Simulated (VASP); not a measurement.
# Na3C in VASP: single point with PBEsol

Aim: the single point of Na3C with PBEsol.

All numbers are computed with VASP 6.6.1; they aren't measurements. Logs are shortened: lines on timing, memory, paths and dates and some standing lists are left out, and cuts for length are marked.

## (1) The cell of the first run

The cell holds a slab with vacuum, 4 atoms: a = 3.609 Å, b = 3.609 Å, c = 24.894 Å, α = 90.00°, β = 90.00°, γ = 109.47°.

## (2) Single point, PBEsol

INCAR

```
SYSTEM = Na3C
PREC     = Accurate       ! precision mode
ENCUT    = 520            ! plane-wave cutoff, eV
EDIFF    = 1E-6           ! SCF threshold, eV
ISMEAR   = 0              ! smearing method
SIGMA    = 0.1            ! smearing width, eV
LREAL    = .False.        ! projectors in reciprocal space
LASPH    = .True.         ! aspherical terms in the spheres
NELM     = 120            ! most SCF steps
ALGO     = Normal         ! electronic algorithm
ISIF     = 2              ! what is computed and relaxed
LWAVE    = .False.        ! write WAVECAR
LCHARG   = .False.        ! write CHGCAR
LDIPOL   = .True.       
IDIPOL   = 3            
DIPOL    = 0.5 0.5 0.462
GGA      = PS             ! functional
NBANDS   = 20             ! bands
GGA_COMPAT= .False.      
NELMDL   = -8
```

KPOINTS

```
Automatic mesh
0
Gamma
  9 9 1
  0 0 0
```

POSCAR

```
Na3C
1.0
    3.6090446020      0.0000000000      0.0000000000
   -1.2030148673      3.4026398823      0.0000000000
    0.0000000000      0.0000000000     24.8935451559
Na C
3 1
Direct
    0.5000000000      0.5000000000      0.3414539772
   -0.0669490361      0.0669490361      0.4529338180
    0.6637050557      0.3362949443      0.5516413381
    0.2990846218      0.7009153782      0.5017513061
```

Potentials or basis: VASP PAW PBE potentials, release 64 (Na_pv, C).

On the command line:

```console
$ cat potpaw_PBE.64/Na_pv/POTCAR potpaw_PBE.64/C/POTCAR > POTCAR
$ mpirun -np 1 vasp_std > vasp.out
```

OUTCAR:

```text
SYSTEM = Na3C
   PREC = Accurate
   ENCUT = 520
   EDIFF = 1E-6
   ISMEAR = 0
   LREAL = .False.
   LASPH = .True.
   NELM = 120
   ISIF = 2
   GGA = PS
   NELMDL = -8

 ion  position               nearest neighbor table
   1  0.500  0.500  0.341-
   2  0.933  0.067  0.453-
   3  0.664  0.336  0.552-
   4  0.299  0.701  0.502-

  LATTYP: Found a base centered orthorhombic cell.
 ALAT       =     4.1673657450
 B/A-ratio  =     1.4142135624
 C/A-ratio  =     5.9734486193

  Lattice vectors:

 A1 = (   3.6090446020,   0.0000000000,   0.0000000000)
 A2 = (  -1.2030148673,   3.4026398823,   0.0000000000)
 A3 = (   0.0000000000,   0.0000000000,  24.8935451559)

Analysis of symmetry for initial positions (statically):
=====================================================================
 Subroutine PRICEL returns:
 Original cell was already a primitive cell.

 Routine SETGRP: Setting up the symmetry group for a
 base centered orthorhombic supercell.

 Subroutine GETGRP returns: Found  2 space group operations
 (whereof  2 operations were pure point group operations)
 out of a pool of  8 trial point group operations.

The static configuration has the point symmetry C_1h.

Analysis of symmetry for dynamics (positions and initial velocities):
=====================================================================
 Subroutine PRICEL returns:
 Original cell was already a primitive cell.

 Routine SETGRP: Setting up the symmetry group for a
 base centered orthorhombic supercell.

 Subroutine GETGRP returns: Found  2 space group operations
 (whereof  2 operations were pure point group operations)
 out of a pool of  8 trial point group operations.

The dynamic configuration has the point symmetry C_1h.

 Subroutine INISYM returns: Found  2 space group operations
 (whereof  2 operations are pure point group operations),
 and found     1 'primitive' translations

----------------------------------------------------------------------------------------

                                     Primitive cell

  volume of cell :     305.6997

  direct lattice vectors                    reciprocal lattice vectors
     3.609044602  0.000000000  0.000000000     0.277081641  0.097963154  0.000000000
    -1.203014867  3.402639882  0.000000000     0.000000000  0.293889461  0.000000000
[... 91 lines left out ...]
   NSW    =      0    number of steps for IOM
   IBRION =     -1    ionic relax: 0-MD 1-quasi-New 2-CG
   NFREE  =      0    steps in history (QN), initial steepest desc. (CG)
   ISIF   =      2    stress and relaxation
   ISYM   =      2    0-nonsym 1-usesym 2-fastsym
   POTIM  = 0.5000    time-step for ionic-motion
   TEBEG  =    0.0;   TEEND  =   0.0 temperature during run
   PSTRESS=    0.0 pullay stress
   NELECT =      25.0000    total number of electrons
   NUPDOWN=      -1.0000    fix difference up-down
   EMIN   =  10.00;   EMAX   =-10.00  energy-range for DOS
   EFERMI =   0.00;   METHOD = LEGACY
   ISMEAR =     0;   SIGMA  =   0.10  broadening in eV -4-tet -1-fermi 0-gaus
   EFERMI_NEDOS =   21; number of points for ismear=-14 and -15
   IALGO  =     38    algorithm
   IMIX   =      4    mixing-type and parameters
     AMIX     =   0.40;   BMIX     =  1.00
     AMIX_MAG =   1.60;   BMIX_MAG =  1.00
  volume/ion in A,a.u.               =      76.42       515.74
  Fermi-wavevector in a.u.,A,eV,Ry     =   0.710597  1.342833  6.870230  0.504948
  Thomas-Fermi vector in A             =   1.797486
   LORBIT       =      0    0 simple, 1 ext, 2 COOP (PROOUT), +10 PAW based schemes
   GGA     = PS    functional components
   LHFCALC =     F    Hartree Fock is set to
   AEXX    =    0.0000 exact exchange contribution
   IVDW    =     0    specifies the selected vdW correction
   LEPSILON=     F    determine dielectric tensor
   LRPA    =     F    only Hartree local field effects (RPA)
 non-spin polarized calculation
 Gauss-broadening in eV      SIGMA  =   0.10
  energy-cutoff  :      520.00
  volume of cell :      305.70
 maximum number of plane-waves:      8256
   NGX = 13   NGY = 13   NGZ = 93

 dipolmoment           0.000000      0.000000      0.014086 electrons x Angstroem

 number of electron      25.0000023 magnetization

 dipolmoment           0.000000      0.000000     -0.035871 electrons x Angstroem

 Free energy of the ion-electron system (eV)
  ---------------------------------------------------
  ext. energy  EPLUGINS =         0.00000000
  ---------------------------------------------------
  free energy    TOTEN  =        -9.03047083 eV

  energy without entropy =       -9.01190449  energy(sigma->0) =       -9.02118766

 E-fermi :  -1.6350     XC(G=0):  -2.9534

 val. band max:       -1.6466999476   @ k =   0.1111   0.1111   0.0000
 cond. band min:      -1.6312917125   @ k =   0.3333   0.3333   0.0000
 fundamental gap:      0.0154082350
 Fermi energy:        -1.6349743421

 k-point     1 :       0.0000    0.0000    0.0000
  band No.  band energies     occupation
      1     -26.6835      2.00000
      2     -26.6560      2.00000
      3     -26.6518      2.00000
      4     -24.9798      2.00000
      5     -24.8894      2.00000
      6     -24.8670      2.00000
[... 541 lines left out ...]
     19       3.2837      0.00000
     20       3.5714      0.00000

 [... further k-points ...]

------------------------ aborting loop because EDIFF is reached ----------------------------------------

 vacuum level on the upper side and lower side of the slab       (xc-potential included)        -0.363         0.152

  FORCE on cell =-STRESS in cart. coord.  units (eV):
  Direction    XX          YY          ZZ          XY          YZ          ZX
  --------------------------------------------------------------------------------------
  -------------------------------------------------------------------------------------
  Total       -0.5494918     -0.5431912     -0.0045789      0.0089104     -0.0682313      0.0964937
  in kB       -2.8798960     -2.8468745     -0.0239979      0.0466995     -0.3576013      0.5057250
  external PRESSURE =      -1.9169228 kB  Pullay stress =       0.0000000 kB

 VOLUME and BASIS-vectors are now :
 -----------------------------------------------------------------------------
  energy-cutoff  :      520.00
  volume of cell :      305.70
      direct lattice vectors                 reciprocal lattice vectors
     3.609044602  0.000000000  0.000000000     0.277081641  0.097963154  0.000000000
    -1.203014867  3.402639882  0.000000000     0.000000000  0.293889461  0.000000000
     0.000000000  0.000000000 24.893545156     0.000000000  0.000000000  0.040171056

 POSITION                                       TOTAL-FORCE (eV/Angst)
 -----------------------------------------------------------------------------------
      1.20301      1.70132      8.50000        -0.022934      0.016217      0.002922
      3.28688      0.22780     11.27513         0.004542     -0.003212     -0.005337
      1.99077      1.14429     13.73231         0.008137     -0.005754      0.010206
      0.23620      2.38496     12.49037         0.010255     -0.007251     -0.007791
 -----------------------------------------------------------------------------------
    total drift:                               -0.000643      0.000455      0.000956

  FREE ENERGIE OF THE ION-ELECTRON SYSTEM (eV)
  ---------------------------------------------------
  free  energy   TOTEN  =        -9.0304708307 eV

  energy  without entropy=       -9.0119044929  energy(sigma->0) =       -9.02118766

 vacuum level on the upper side and lower side of the slab         0.736         1.256
```

stdout:

```text
POSCAR found type information on POSCAR NaC
 POSCAR found :  2 types and       4 ions
 scaLAPACK will be used
 -----------------------------------------------------------------------------
|                                                                             |
|                                                                             |
|     You enforced a specific xc type in the INCAR file but a different       |
|     I HOPE YOU KNOW WHAT YOU ARE DOING!                                     |
|                                                                             |
 -----------------------------------------------------------------------------

 LDA part: xc-table for (Slater+PW92), standard interpolation
 POSCAR, INCAR and KPOINTS ok, starting setup
 FFT: planning ... GRIDC
 FFT: planning ... GRID_SOFT
 FFT: planning ... GRID
 WAVECAR not read
 entering main loop
```

Wall time 7.8 min (1 thread of Intel Xeon 8259CL, shared host); peak memory 0.47 GiB.

What came out:

* Free energy: -9.0305 eV
* Largest force: 0.028 eV/Å
* Band gap on the k mesh: zero (an odd number of electrons rules out a gap without spin polarisation)

Forces on the atoms (eV/Å):
```
Na  -0.023  0.016  0.003
Na   0.005 -0.003 -0.005
Na   0.008 -0.006  0.010
C    0.010 -0.007 -0.008
```

Caveat: the PAW data sets were made with another functional, which shifts forces and pressure a little.
